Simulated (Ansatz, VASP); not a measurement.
# One calculation of BAs, two programs

```xyz
2
Lattice="2.1275 0.0000 0.0000 0.0000 3.1741 0.0000 0.0000 0.0000 4.9510" Properties=species:S:1:pos:R:3 pbc="T T T"
B     0.0000    1.5870    0.0000
As    1.0638    1.5870    2.4755
```

Alike in both runs: task relaxation of cell and atoms; functional BLYP; dispersion D4; k mesh 12 × 8 × 6; occupations fermi-dirac, width 0.05 eV; no spin polarisation.

```csv
,VASP,Ansatz
version,VASP 6.6.1,Ansatz 0.2.0
potentials or method,"VASP PAW PBE potentials, release 64 (B, As)",Ansatz PAW
plane-wave cutoff (eV),600,420
valence electrons in the cell,8,18
```

Ansatz gave:

```
gap on the k mesh at the Fermi level, each at its own relaxed structure (eV) : none
relaxed volume (Å³/atom)                                                     : 15.57
relaxed cell length with the largest relative difference (Å)                 : 3.563
```

Question: Which values does VASP return?

Answer: gap on the k mesh at the Fermi level, each at its own relaxed structure (eV): none; relaxed volume (Å³/atom): 12.96; relaxed cell length with the largest relative difference (Å): 3.157.

VASP's potentials were made for PBE, not for BLYP. A gap of «none» marks a metal or a gap that the smearing closes. One of these differences is far larger than is usual between the two programs; its cause wasn't traced. VASP's potentials hold 8 valence electrons a cell and Ansatz's 18, so a difference there can come from the potentials and not from the codes.

Noted on VASP's run: the volume moved by over 15 % at a fixed basis, so the end points are rough. Noted on Ansatz's run: the plane-wave basis is chosen anew once the cell has moved, so the energies of steps on either side of that aren't comparable.
